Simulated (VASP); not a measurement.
# In3As (Pm-3m) in VASP: further runs, part 3 of 3

VASP 6.6.1. The steps go on from the part before.

### Step 4. Relaxation of cell and atoms, PBEsol+D3(BJ)

This run uses another cell than the first one, of 25.49 Å³/atom, 1.117 times its volume.

Input file INCAR:

```
PREC     = Accurate       # precision mode
ENCUT    = 600            # plane-wave cutoff, eV
EDIFF    = 1E-6           # SCF threshold, eV
ISMEAR   = 0              # smearing method
SIGMA    = 0.1            # smearing width, eV
LREAL    = F              # projectors in reciprocal space
LASPH    = T              # aspherical terms in the spheres
NELM     = 60             # most SCF steps
ALGO     = Fast           # electronic algorithm
ISIF     = 3              # what is computed and relaxed
LWAVE    = F              # write WAVECAR
LCHARG   = F              # write CHGCAR
GGA      = PS             # functional
IVDW     = 12             # dispersion correction
IBRION   = 2              # ionic algorithm
NSW      = 100            # ionic steps
EDIFFG   = -0.005         # ionic threshold
```

Input file KPOINTS:

```
regular mesh
0
Gamma
  10 10 10
```

Input file POSCAR:

```
In3As
1.0
    4.6716810000      0.0000000000      0.0000000000
    0.0000000000      4.6716810000      0.0000000000
    0.0000000000      0.0000000000      4.6716810000
In As
3 1
Direct
    0.0000000000      0.5000000000      0.5000000000
    0.5000000000      0.0000000000      0.5000000000
    0.5000000000      0.5000000000      0.0000000000
    0.0000000000      0.0000000000      0.0000000000
```

Potentials or basis: VASP PAW PBE potentials, release 64 (In_d, As).

Run with:

```bash
$ cat potpaw_PBE.64/In_d/POTCAR potpaw_PBE.64/As/POTCAR > POTCAR
$ mpirun -np 1 vasp_std > vasp.out
```

OUTCAR:

```text
PREC = Accurate
   ENCUT = 600
   EDIFF = 1E-6
   ISMEAR = 0
   LREAL = F
   LASPH = T
   NELM = 60
   ISIF = 3
   GGA = PS
   IVDW = 12
   IBRION = 2
   NSW = 100
   EDIFFG = -0.005
 IVDW          = 12

 ion  position               nearest neighbor table
   1  0.000  0.500  0.500-   2 3.30   3 3.30   4 3.30   3 3.30   4 3.30   2 3.30   4 3.30   4 3.30
                             2 3.30   3 3.30   3 3.30   2 3.30
   2  0.500  0.000  0.500-   1 3.30   3 3.30   4 3.30   3 3.30   4 3.30   1 3.30   3 3.30   3 3.30
                             1 3.30   4 3.30   4 3.30   1 3.30
   3  0.500  0.500  0.000-   1 3.30   2 3.30   4 3.30   1 3.30   2 3.30   2 3.30   4 3.30   2 3.30
                             1 3.30   4 3.30   1 3.30   4 3.30
   4  0.000  0.000  0.000-   1 3.30   2 3.30   3 3.30   1 3.30   2 3.30   1 3.30   3 3.30   1 3.30
                             2 3.30   3 3.30   2 3.30   3 3.30

  LATTYP: Found a simple cubic cell.
 ALAT       =     4.6716810000

  Lattice vectors:

 A1 = (   4.6716810000,   0.0000000000,   0.0000000000)
 A2 = (   0.0000000000,   4.6716810000,   0.0000000000)
 A3 = (   0.0000000000,   0.0000000000,   4.6716810000)

Analysis of symmetry for initial positions (statically):
=====================================================================
 Subroutine PRICEL returns:
 Original cell was already a primitive cell.

 Routine SETGRP: Setting up the symmetry group for a
 simple cubic supercell.

 Subroutine GETGRP returns: Found 48 space group operations
 (whereof 48 operations were pure point group operations)
 out of a pool of 48 trial point group operations.
[... 157 lines left out ...]
 NGX is ok and might be reduce to    40
   NGX = 19   NGY = 19   NGZ = 19

--------------------------------------- Ionic step        1  -------------------------------------------

 number of electron      44.0000015 magnetization

 Free energy of the ion-electron system (eV)
  ---------------------------------------------------
  ext. energy  EPLUGINS =         0.00000000
  ---------------------------------------------------
  free energy    TOTEN  =       -13.70352717 eV

  energy without entropy =      -13.68961281  energy(sigma->0) =      -13.69656999

------------------------ aborting loop because EDIFF is reached ----------------------------------------

 Edisp (eV)   -1.41465

 E8    (eV) :    -0.9985
[... 75 lines left out ...]
--------------------------------------- Ionic step        3  -------------------------------------------

 number of electron      44.0000019 magnetization

 Free energy of the ion-electron system (eV)
  ---------------------------------------------------
  ext. energy  EPLUGINS =         0.00000000
  ---------------------------------------------------
  free energy    TOTEN  =       -13.71718519 eV

  energy without entropy =      -13.70383585  energy(sigma->0) =      -13.71051052

 E-fermi :   7.7867     XC(G=0): -10.8058

 val. band max:        7.7830025197   @ k =   0.2000   0.1000   0.0000
 cond. band min:       7.8084175781   @ k =   0.3000   0.2000   0.2000
 fundamental gap:      0.0254150584
 Fermi energy:         7.7866983482

 k-point     1 :       0.0000    0.0000    0.0000
  band No.  band energies     occupation
      1      -7.0762      2.00000
      2      -7.0391      2.00000
      3      -7.0391      2.00000
      4      -7.0391      2.00000
      5      -6.8291      2.00000
      6      -6.8291      2.00000
[... 685 lines left out ...]
     25      10.6369      0.00000
     26      10.6918      0.00000

 [... further k-points ...]

------------------------ aborting loop because EDIFF is reached ----------------------------------------

 Edisp (eV)   -1.58354

 E8    (eV) :    -1.1183
[... 27 lines left out ...]
  FREE ENERGIE OF THE ION-ELECTRON SYSTEM (eV)
  ---------------------------------------------------
  free  energy   TOTEN  =       -15.3007243988 eV

  energy  without entropy=      -15.2873750600  energy(sigma->0) =      -15.29404973

 reached required accuracy - stopping structural energy minimisation
```

OSZICAR:

```text
N       E                     dE             d eps       ncg     rms          rms(c)
DAV:   1     0.389466175881E+03    0.38947E+03   -0.23666E+04  2912   0.242E+03
DAV:   2     0.206884215793E+02   -0.36878E+03   -0.36546E+03  2912   0.490E+02
[... 37 lines left out ...]
RMM:   4    -0.137172173858E+02   -0.67350E-04   -0.16221E-03  3436   0.369E-01    0.900E-02
RMM:   5    -0.137172255674E+02   -0.81817E-05   -0.27873E-04  3545   0.166E-01    0.873E-02
RMM:   6    -0.137172436090E+02   -0.18042E-04   -0.51326E-04  2936   0.309E-01    0.764E-02
RMM:   7    -0.137171826573E+02    0.60952E-04   -0.18852E-04  3245   0.198E-01    0.399E-02
RMM:   8    -0.137171856243E+02   -0.29670E-05   -0.28507E-05  3365   0.484E-02    0.328E-02
RMM:   9    -0.137171851935E+02    0.43079E-06   -0.51229E-06  2240   0.254E-02
   3 F= -.15300724E+02 E0= -.15294050E+02  d E =-.182547E+00
```

CONTCAR:

```text
In3As
   1.00000000000000
     4.5051285284849074    0.0000000000000000   -0.0000000000000000
     0.0000000000000000    4.5051285284849074    0.0000000000000000
    -0.0000000000000000    0.0000000000000000    4.5051285284849074
  In              As
     3     1
Direct
     0.0000000000000000    0.5000000000000000    0.5000000000000000
     0.5000000000000000    0.0000000000000000    0.5000000000000000
     0.5000000000000000    0.5000000000000000    0.0000000000000000
     0.0000000000000000    0.0000000000000000    0.0000000000000000

  0.00000000E+00  0.00000000E+00  0.00000000E+00
  0.00000000E+00  0.00000000E+00  0.00000000E+00
  0.00000000E+00  0.00000000E+00  0.00000000E+00
  0.00000000E+00  0.00000000E+00  0.00000000E+00
```

Run time: 5.4 min. Hardware: 1 thread of Intel Xeon 6975P-C (Granite Rapids), shared host; peak memory 0.37 GiB.

Results:

```
Free energy                            : -15.3007 eV
Relaxed volume                         : 22.86 Å³/atom
Relaxed cell                           : a = 4.505 Å, b = 4.505 Å, c = 4.505 Å, α = 90.00°, β = 90.00°, γ = 90.00°
Space group after relaxing (to 0.05 Å) : Pm-3m (No. 221)
Energy gained by relaxing              : 45.6 meV/atom
Ionic steps                            : 3
Pressure after relaxing                : 0.0 GPa
Band gap on the k mesh                 : zero (band 22 reaches 8.42 eV, above the bottom of band 23 at 3.88 eV)
Dispersion energy per atom             : -0.396 eV
```

The path:
| step | energy change (eV) | largest force (eV/Å) | pressure (GPa) | volume (Å³) |
| --- | --- | --- | --- | --- |
| 1 | 0.0000 | 0.0000 | -4.93 | 101.96 |
| 2 | -0.1819 | 0.0000 | 0.44 | 90.81 |
| 3 | -0.1825 | 0.0000 | 0.02 | 91.44 |

Final structure:
```xyz
4
Lattice="4.5051 0.0000 0.0000 0.0000 4.5051 0.0000 0.0000 0.0000 4.5051" Properties=species:S:1:pos:R:3 pbc="T T T"
In    0.0000    2.2526    2.2526
In    2.2526    0.0000    2.2526
In    2.2526    2.2526    0.0000
As    0.0000    0.0000    0.0000
```

Caveat: the PAW data sets were made with another functional, which shifts forces and pressure a little; spin-orbit coupling is left out, which moves the levels of the heavy elements; pairwise dispersion overbinds metals, which lowers pressure and volume.

### Step 5. Summary

```csv
task,cell,cutoff (eV),smearing,gap on the mesh (eV),pressure (GPa)
single point,"a = 4.502 Å, 4 atoms",520,gaussian 0.1 eV,none,0.0
single point,"a = 4.502 Å, 4 atoms",520,gaussian 0.15 eV,none,0.0
relaxation of cell and atoms,"relaxed from a = 4.672 Å, 4 atoms",600,gaussian 0.1 eV,none,0.0
```

Alike in all rows: level PBEsol+D3(BJ); potentials or basis VASP PAW PBE potentials, release 64 (In_d, As); no spin polarisation; k mesh 10 × 10 × 10.

Caveats: the PAW data sets were made with another functional, which shifts forces and pressure a little; spin-orbit coupling is left out, which moves the levels of the heavy elements; pairwise dispersion overbinds metals, which lowers pressure and volume.

Total energies depend on the potentials used, so only differences within one code and one set of settings carry meaning.
